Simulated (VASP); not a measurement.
Runs of VASP 6.6.1 on SiC. The structure is that of space group F-43m (No. 216), or close to it. The cells are those of the table. 

```tsv
level	cell	k mesh	smearing	gap on the mesh (eV)	pressure (GPa)
PBE	a = 3.050, b = 3.050, c = 3.080 Å, angles 59.7, 59.7, 60.7°, 2 atoms	6 × 6 × 6	gaussian 0.01 eV	1.12	8.3
PBE	a = 3.034, b = 3.034, c = 3.080 Å, angles 59.5, 59.5, 61.0°, 2 atoms	6 × 6 × 6	gaussian 0.01 eV	1.00	(b)
PBE	a = 3.127, b = 3.127, c = 3.080 Å, angles 60.5, 60.5, 59.0°, 2 atoms	6 × 6 × 6	gaussian 0.01 eV	1.22	-2.8
PBE	a = 3.050, b = 3.050, c = 3.080 Å, angles 59.7, 59.7, 60.7°, 2 atoms	10 × 10 × 10	fermi-dirac 0.02 eV	1.13	8.2
r2SCAN	a = 3.096, b = 3.096, c = 3.080 Å, angles 60.2, 60.2, 59.7°, 2 atoms	10 × 10 × 10	gaussian 0.01 eV	(a)	-2.4
r2SCAN	a = 3.050, b = 3.050, c = 3.080 Å, angles 59.7, 59.7, 60.7°, 2 atoms	10 × 10 × 10	gaussian 0.01 eV	1.49	4.6
PBE	a = 3.065, b = 3.065, c = 3.080 Å, angles 59.8, 59.8, 60.3°, 2 atoms	6 × 6 × 6	gaussian 0.01 eV	1.23	5.9
r2SCAN	a = 3.065, b = 3.065, c = 3.080 Å, angles 59.8, 59.8, 60.3°, 2 atoms	10 × 10 × 10	gaussian 0.01 eV	(d)	2.2
PBE	a = 3.127, b = 3.127, c = 3.080 Å, angles 60.5, 60.5, 59.0°, 2 atoms	10 × 10 × 10	fermi-dirac 0.02 eV	1.23	-2.9
PBE	a = 3.142, b = 3.142, c = 3.080 Å, angles 60.7, 60.7, 58.7°, 2 atoms	10 × 10 × 10	fermi-dirac 0.02 eV	1.19	-4.8
PBE	a = 3.111, b = 3.111, c = 3.080 Å, angles 60.3, 60.3, 59.3°, 2 atoms	10 × 10 × 10	fermi-dirac 0.02 eV	1.27	(c)
PBE	a = 3.096, b = 3.096, c = 3.080 Å, angles 60.2, 60.2, 59.7°, 2 atoms	10 × 10 × 10	fermi-dirac 0.02 eV	1.31	1.3
```

Alike in all rows: task single point; potentials or basis VASP PAW PBE potentials, release 64 (Si, C); no spin polarisation; cutoff (eV) 520.

**Question.** Fill in the values left out.

**Answer.** (a) 1.68; (b) 10.8; (c) -0.8; (d) 1.61.

Caveats: some runs use coarse meshes; the PAW data sets were made with another functional, which shifts forces and pressure a little (some runs).

A k mesh can miss the band edges.
